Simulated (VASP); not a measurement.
# Ti3Al in VASP: a series of runs

Ti3Al is run at these levels: r2SCAN, LDA; tasks: single point.

Program: VASP 6.6.1. These are calculated values, not measurements. Logs are shortened: lines on timing, memory, paths and dates and some standing lists are left out, and cuts for length are marked.

### 1 The cell of the first run

The typed cell holds 4 atoms: a = 2.928 Å, b = 2.928 Å, c = 9.226 Å, α = 90.00°, β = 90.00°, γ = 120.00°.

### 2 Single point, r2SCAN

POSCAR

```
Ti3Al
1.0
    2.9275422229      0.0000000000      0.0000000000
   -1.4637711114      2.5353259357      0.0000000000
    0.0000000000      0.0000000000      9.2263620000
Ti Al
3 1
Direct
    0.3522190000      0.6805740000      0.2548270000
    0.3479140000      0.6913960000      0.7463020000
    0.6520880000      0.3418930000      0.0003530000
    0.6604000000      0.3215280000      0.5011080000
```

INCAR.step1

```
SYSTEM = Ti3Al
  ALGO = Normal
  EDIFF = 1E-4
  ENCUT = 520
  GGA = PE
  ISMEAR = 1
  LASPH = .True.
  LCHARG = .False.
  LREAL = .False.
  LWAVE = .True.
  NBANDS = 28
  NELM = 60
  PREC = Accurate
  SIGMA = 0.1
```

INCAR.step2

```
SYSTEM = Ti3Al
  ALGO = Normal
  EDIFF = 1E-7
  ENCUT = 520
  ISIF = 2
  ISMEAR = 1
  ISTART = 1
  LASPH = .True.
  LCHARG = .True.
  LELF = .True.
  LMIXTAU = .True.
  LREAL = .False.
  LVHAR = .True.
  LWAVE = .False.
  METAGGA = R2SCAN
  NBANDS = 28
  NELM = 60
  PREC = Accurate
  SIGMA = 0.1
```

KPOINTS

```
k-points
0
Gamma
  8 8 2
  0 0 0
```

Potentials or basis: VASP PAW PBE potentials, release 64 (Ti_sv, Al).

Started as:

```
cat potpaw_PBE.64/Ti_sv/POTCAR potpaw_PBE.64/Al/POTCAR > POTCAR
cp INCAR.step1 INCAR
mpirun -np 1 vasp_std > vasp.out
cp INCAR.step2 INCAR
mpirun -np 1 vasp_std > vasp.out
```

OUTCAR:

```text
SYSTEM = Ti3Al
   EDIFF = 1E-7
   ENCUT = 520
   ISIF = 2
   ISMEAR = 1
   ISTART = 1
   LASPH = .True.
   LREAL = .False.
   METAGGA = R2SCAN
   NELM = 60
   PREC = Accurate

 ion  position               nearest neighbor table
   1  0.352  0.681  0.255-   4 2.79   4 2.83   3 2.85   4 2.87   3 2.89
   2  0.348  0.691  0.746-   4 2.77   4 2.85   4 2.86   3 2.87   3 2.87
   3  0.652  0.342  0.000-   1 2.85   2 2.87   2 2.87   1 2.89
   4  0.660  0.322  0.501-   2 2.77   1 2.79   1 2.83   2 2.85   2 2.86   1 2.87

  LATTYP: Found a hexagonal cell.
 ALAT       =     2.9275422229
 C/A-ratio  =     3.1515726495

  Lattice vectors:

 A1 = (   2.9275422229,   0.0000000000,   0.0000000000)
 A2 = (  -1.4637711114,   2.5353259357,   0.0000000000)
 A3 = (   0.0000000000,   0.0000000000,   9.2263620000)

Analysis of symmetry for initial positions (statically):
=====================================================================
 Subroutine PRICEL returns:
 Original cell was already a primitive cell.

 Routine SETGRP: Setting up the symmetry group for a
 hexagonal supercell.

 Subroutine GETGRP returns: Found  1 space group operations
 (whereof  1 operations were pure point group operations)
 out of a pool of 24 trial point group operations.

The static configuration has the point symmetry C_1 .

Analysis of symmetry for dynamics (positions and initial velocities):
=====================================================================
 Subroutine PRICEL returns:
 Original cell was already a primitive cell.

 Routine SETGRP: Setting up the symmetry group for a
 hexagonal supercell.

 Subroutine GETGRP returns: Found  1 space group operations
 (whereof  1 operations were pure point group operations)
 out of a pool of 24 trial point group operations.

The dynamic configuration has the point symmetry C_1 .

 Subroutine INISYM returns: Found  1 space group operations
 (whereof  1 operations are pure point group operations),
 and found     1 'primitive' translations

----------------------------------------------------------------------------------------

                                     Primitive cell

  volume of cell :      68.4806

  direct lattice vectors                    reciprocal lattice vectors
     2.927542223  0.000000000  0.000000000     0.341583459  0.197213302  0.000000000
    -1.463771111  2.535325936  0.000000000     0.000000000  0.394426604  0.000000000
     0.000000000  0.000000000  9.226362000     0.000000000  0.000000000  0.108385082

  length of vectors
     2.927542223  2.927542223  9.226362000     0.394426604  0.394426604  0.108385082

  position of ions in fractional coordinates (direct lattice)
     0.352219000  0.680574000  0.254827000
     0.347914000  0.691396000  0.746302000
     0.652088000  0.341893000  0.000353000
     0.660400000  0.321528000  0.501108000

  ion indices of the primitive-cell ions
   primitive index   ion index
                 1           1
                 2           2
                 3           3
                 4           4

----------------------------------------------------------------------------------------

 KPOINTS: k-points

Automatic generation of k-mesh.
 Grid dimensions read from file:
 generate k-points for:    8    8    2

 Generating k-lattice:

  Cartesian coordinates                     Fractional coordinates (reciprocal lattice)
     0.042697932  0.024651663  0.000000000     0.125000000 -0.000000000  0.000000000
     0.000000000  0.049303326  0.000000000     0.000000000  0.125000000  0.000000000
     0.000000000  0.000000000  0.054192541     0.000000000  0.000000000  0.500000000

  Length of vectors
     0.049303326  0.049303326  0.054192541

  Shift w.r.t. Gamma in fractional coordinates (k-lattice)
     0.000000000  0.000000000  0.000000000

 Subroutine IBZKPT returns following result:
 ===========================================

 Found     68 irreducible k-points:

 Following reciprocal coordinates:
            Coordinates               Weight
  0.000000  0.000000  0.000000      1.000000
  0.125000 -0.000000  0.000000      2.000000
  0.000000  0.125000  0.000000      2.000000
 -0.125000  0.125000  0.000000      2.000000
  0.250000 -0.000000  0.000000      2.000000
  0.000000  0.250000  0.000000      2.000000
[... 16 lines left out ...]
  0.375000  0.125000  0.000000      2.000000
 -0.125000  0.500000  0.000000      2.000000
 [... further k-points ...]
   k-points           NKPTS =     68   k-points in BZ     NKDIM =     68   number of bands    NBANDS=     28
   number of dos      NEDOS =    301   number of ions     NIONS =      4
   total plane-waves  NPLWV =  40320
   dimension x,y,z NGX =    24 NGY =   24 NGZ =   70
   dimension x,y,z NGXF=    48 NGYF=   48 NGZF=  140
   ions per type =               3   1
   NGX,Y,Z   is equivalent  to a cutoff of  13.63, 13.63, 12.61 a.u.
   NGXF,Y,Z  is equivalent  to a cutoff of  27.26, 27.26, 25.23 a.u.
 SYSTEM =  Ti3Al
   PREC   = accura    normal or accurate (medium, high low for compatibility)
   ISTART =      1    job   : 0-new  1-cont  2-samecut
   ICHARG =      0    charge: 1-file 2-atom 10-const
   ISPIN  =      1    spin polarized calculation?
   LNONCOLLINEAR =      F non collinear calculations
   LSORBIT =      F    spin-orbit coupling
   LASPH  =      T    aspherical Exc in radial PAW
   ENCUT  =  520.0 eV  38.22 Ry    6.18 a.u.   5.44  5.44 17.15*2*pi/ulx,y,z
   NELM   =     60;   NELMIN=  2; NELMDL=  0     # of ELM steps
   EDIFF  = 0.1E-06   stopping-criterion for ELM
   LREAL  =      F    real-space projection
   EDIFFG = 0.1E-05   stopping-criterion for IOM
   NSW    =      0    number of steps for IOM
   IBRION =     -1    ionic relax: 0-MD 1-quasi-New 2-CG
   NFREE  =      0    steps in history (QN), initial steepest desc. (CG)
   ISIF   =      2    stress and relaxation
   ISYM   =      2    0-nonsym 1-usesym 2-fastsym
   POTIM  = 0.5000    time-step for ionic-motion
   TEBEG  =    0.0;   TEEND  =   0.0 temperature during run
   PSTRESS=    0.0 pullay stress
   NELECT =      39.0000    total number of electrons
   NUPDOWN=      -1.0000    fix difference up-down
   EMIN   =  10.00;   EMAX   =-10.00  energy-range for DOS
   EFERMI =   0.00;   METHOD = LEGACY
   ISMEAR =     1;   SIGMA  =   0.10  broadening in eV -4-tet -1-fermi 0-gaus
   EFERMI_NEDOS =   21; number of points for ismear=-14 and -15
   IALGO  =     38    algorithm
   IMIX   =      4    mixing-type and parameters
     AMIX     =   0.40;   BMIX     =  1.00
     AMIX_MAG =   1.60;   BMIX_MAG =  1.00
  volume/ion in A,a.u.               =      17.12       115.53
  Fermi-wavevector in a.u.,A,eV,Ry     =   1.356981  2.564323 25.053746  1.841398
  Thomas-Fermi vector in A             =   2.483938
   LORBIT       =      0    0 simple, 1 ext, 2 COOP (PROOUT), +10 PAW based schemes
   METAGGA = R2SCAN    functional components
   LHFCALC =     F    Hartree Fock is set to
   AEXX    =    0.0000 exact exchange contribution
   IVDW    =     0    specifies the selected vdW correction
   LEPSILON=     F    determine dielectric tensor
   LRPA    =     F    only Hartree local field effects (RPA)
 non-spin polarized calculation
 Methfessel and Paxton  Order N= 1 SIGMA  =   0.10
  energy-cutoff  :      520.00
  volume of cell :       68.48
 maximum number of plane-waves:      1907
 NGX is ok and might be reduce to    24
   NGX = 11   NGY = 11   NGZ = 35

 number of electron      39.0000003 magnetization

 Free energy of the ion-electron system (eV)
  ---------------------------------------------------
  ext. energy  EPLUGINS =         0.00000000
  ---------------------------------------------------
  free energy    TOTEN  =       -46.10057098 eV

  energy without entropy =      -46.09883871  energy(sigma->0) =      -46.09999356

 E-fermi :   7.9827     XC(G=0): -12.0521

 val. band max:        7.9744069071   @ k =   0.1250   0.1250   0.0000
 cond. band min:       7.9855345946   @ k =  -0.2500   0.1250   0.0000
 fundamental gap:      0.0111276875
 Fermi energy:         7.9827183548

 k-point     1 :       0.0000    0.0000    0.0000
  band No.  band energies     occupation
      1     -51.1160      2.00000
      2     -51.0379      2.00000
      3     -51.0080      2.00000
      4     -26.5805      2.00000
      5     -26.3165      2.00000
      6     -26.0742      2.00000
[... 20 lines left out ...]
     27      10.4399      0.00000
     28      10.8677      0.00000

 k-point     2 :       0.1250   -0.0000    0.0000
  band No.  band energies     occupation
      1     -51.1021      2.00000
      2     -51.0265      2.00000
      3     -50.9992      2.00000
      4     -26.5565      2.00000
      5     -26.3161      2.00000
      6     -26.0946      2.00000
[... 20 lines left out ...]
     27      10.2663      0.00000
     28      10.7814      0.00000

 k-point     3 :       0.0000    0.1250    0.0000
  band No.  band energies     occupation
      1     -51.1018      2.00000
      2     -51.0265      2.00000
      3     -50.9995      2.00000
      4     -26.5550      2.00000
      5     -26.3181      2.00000
      6     -26.0981      2.00000
[... 20 lines left out ...]
     27      10.2782      0.00000
     28      10.7513      0.00000

 k-point     4 :      -0.1250    0.1250    0.0000
  band No.  band energies     occupation
      1     -51.1017      2.00000
      2     -51.0265      2.00000
      3     -50.9995      2.00000
      4     -26.5548      2.00000
      5     -26.3186      2.00000
      6     -26.0992      2.00000
[... 20 lines left out ...]
     27      10.2736      0.00000
     28      10.7620      0.00000

 k-point     5 :       0.2500   -0.0000    0.0000
  band No.  band energies     occupation
      1     -51.0679      2.00000
      2     -50.9991      2.00000
      3     -50.9785      2.00000
      4     -26.5007      2.00000
      5     -26.3591      2.00000
      6     -26.2083      2.00000
[... 20 lines left out ...]
     27      10.3821      0.00000
     28      10.7333      0.00000

 k-point     6 :       0.0000    0.2500    0.0000
  band No.  band energies     occupation
      1     -51.0664      2.00000
      2     -50.9990      2.00000
      3     -50.9798      2.00000
      4     -26.4960      2.00000
      5     -26.3668      2.00000
      6     -26.2106      2.00000
[... 463 lines left out ...]
      5     -26.4242      2.00000
      6     -26.2886      2.00000
[... 20 lines left out ...]
     27      10.9402      0.00000
     28      11.0541      0.00000

 k-point    22 :       0.3750   -0.1250    0.0000
  band No.  band energies     occupation
      1     -51.0422      2.00000
      2     -50.9796      2.00000
      3     -50.9650      2.00000
      4     -26.4687      2.00000
      5     -26.4219      2.00000
      6     -26.2909      2.00000
[... 20 lines left out ...]
     27      10.9238      0.00000
     28      11.0572      0.00000

 k-point    23 :       0.3750    0.1250    0.0000
  band No.  band energies     occupation
      1     -51.0163      2.00000
      2     -50.9603      2.00000
      3     -50.9516      2.00000
      4     -26.5159      2.00000
      5     -26.4846      2.00000
      6     -26.3854      2.00000
[... 20 lines left out ...]
     27      11.1680      0.00000
     28      11.4216      0.00000

 k-point    24 :      -0.1250    0.5000    0.0000
  band No.  band energies     occupation
      1     -51.0124      2.00000
      2     -50.9607      2.00000
      3     -50.9546      2.00000
      4     -26.5222      2.00000
      5     -26.4896      2.00000
      6     -26.3870      2.00000
[... 20 lines left out ...]
     27      11.2092      0.00000
     28      11.4643      0.00000

 [... further k-points ...]
[... 5 lines left out ...]
  --------------------------------------------------------------------------------------
  -------------------------------------------------------------------------------------
  Total       -0.5329465      0.1285404     -0.2060730     -0.3377938     -0.0605105      0.0341640
  in kB      -12.4688587      3.0073427     -4.8212998     -7.9030519     -1.4157089      0.7993029
  external PRESSURE =      -4.7609386 kB  Pullay stress =       0.0000000 kB

 VOLUME and BASIS-vectors are now :
 -----------------------------------------------------------------------------
  energy-cutoff  :      520.00
  volume of cell :       68.48
      direct lattice vectors                 reciprocal lattice vectors
     2.927542223  0.000000000  0.000000000     0.341583459  0.197213302  0.000000000
    -1.463771111  2.535325936  0.000000000     0.000000000  0.394426604  0.000000000
     0.000000000  0.000000000  9.226362000     0.000000000  0.000000000  0.108385082

 POSITION                                       TOTAL-FORCE (eV/Angst)
 -----------------------------------------------------------------------------------
      0.03493      1.72548      2.35113        -0.129723     -0.083712     -0.282845
      0.00649      1.75291      6.88565        -0.051980     -0.177821      0.324480
      1.40856      0.86681      0.00326         0.135835      0.048646      0.012369
      1.46271      0.81518      4.62340         0.045868      0.212886     -0.054004
 -----------------------------------------------------------------------------------
    total drift:                                0.000069     -0.000151     -0.001265

  FREE ENERGIE OF THE ION-ELECTRON SYSTEM (eV)
  ---------------------------------------------------
  free  energy   TOTEN  =       -46.1005709822 eV

  energy  without entropy=      -46.0988387060  energy(sigma->0) =      -46.09999356
```

It took 6.7 min on 1 thread of Intel Xeon Platinum 8488C (Sapphire Rapids), shared host; peak memory 0.27 GiB.

Results:

```yaml
Free_energy: -46.1006 eV
Pressure: -0.5 GPa
Largest_force: 0.374 eV/Å
Band_gap_on_the_k_mesh: zero (an odd number of electrons rules out a gap without spin polarisation)
```

Forces in eV/Å, atoms in the order of the input:
```
Ti  -0.130 -0.084 -0.283
Ti  -0.052 -0.178  0.324
Ti   0.136  0.049  0.012
Al   0.046  0.213 -0.054
```

Stress tensor (GPa, compression positive):
```
-1.25 -0.79  0.08
-0.79  0.30 -0.14
 0.08 -0.14 -0.48
```

Levels at points of the mesh, in eV from the Fermi level:
| k point | band 18 | band 19 | band 20 | band 21 | band 22 | band 23 |
| --- | --- | --- | --- | --- | --- | --- |
| (0.00, 0.00, 0.00) | 0.29 | 0.67 | 0.99 | 1.01 | 1.09 | 1.12 |
| (0.50, 0.00, 0.00) | -1.29 | -0.69 | -0.52 | 1.02 | 1.11 | 1.21 |
| (0.00, 0.50, 0.00) | -1.24 | -0.77 | -0.45 | 0.99 | 1.07 | 1.20 |
| (0.50, 0.50, 0.00) | -1.21 | -0.73 | -0.42 | 0.97 | 1.06 | 1.18 |
| (0.00, 0.00, 0.50) | 0.27 | 0.73 | 0.99 | 1.01 | 1.08 | 1.11 |
| (0.50, 0.00, 0.50) | -1.26 | -1.00 | -0.15 | 1.06 | 1.08 | 1.17 |
| (0.00, 0.50, 0.50) | -1.22 | -0.95 | -0.24 | 0.85 | 1.05 | 1.14 |
| (0.50, 0.50, 0.50) | -1.20 | -0.93 | -0.18 | 0.79 | 1.04 | 1.13 |

Caveat: the PAW data sets were made with another functional, which shifts forces and pressure a little.

(Part 1 of 2 ends here.)
